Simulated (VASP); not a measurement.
Here is a VASP 6.6.1 calculation.

Contents of POSCAR:

```
Rb
1.0
    4.6143931082      0.0000000000      0.0000000000
    0.0000000000      4.6143931082      0.0000000000
    0.0000000000      0.0000000000      4.6143931082
Rb
1
Direct
    0.0000000000      0.0000000000      0.0000000000
```

Contents of INCAR.step1:

```
SYSTEM = Rb
  PREC = Accurate
  ENCUT = 520
  ISMEAR = 0
  SIGMA = 0.1
  LREAL = .FALSE.
  LASPH = .TRUE.
  NELM = 60
  NBANDS = 10
  GGA = PE
  ALGO = Normal
  EDIFF = 1E-4
  LWAVE = .TRUE.
  LCHARG = .FALSE.
```

Contents of INCAR.step2:

```
SYSTEM = Rb
  PREC = Accurate
  ENCUT = 520
  EDIFF = 1E-6
  ISMEAR = 0
  SIGMA = 0.1
  LREAL = .FALSE.
  LASPH = .TRUE.
  NELM = 60
  ALGO = Normal
  ISIF = 2
  LWAVE = .FALSE.
  LCHARG = .FALSE.
  METAGGA = R2SCAN
  LMIXTAU = .TRUE.
  NBANDS = 10
  ISTART = 1
```

KPOINTS

```
Automatic mesh
0
G
  12 12 12
  0 0 0
```

Potentials or basis: VASP PAW PBE potentials, release 64 (Rb_sv).

The run is started by

```bash
$ cat potpaw_PBE.64/Rb_sv/POTCAR > POTCAR
$ cp INCAR.step1 INCAR
$ mpirun -np 1 vasp_std > vasp.out
$ cp INCAR.step2 INCAR
$ mpirun -np 1 vasp_std > vasp.out
```

(1) Predict the band gap on the k mesh.

(2) Estimate the pressure.

Results:

(1) zero (an odd number of electrons rules out a gap without spin polarisation).

(2) 0.0 GPa.

Caveat: the PAW data sets were made with another functional, which shifts forces and pressure a little.
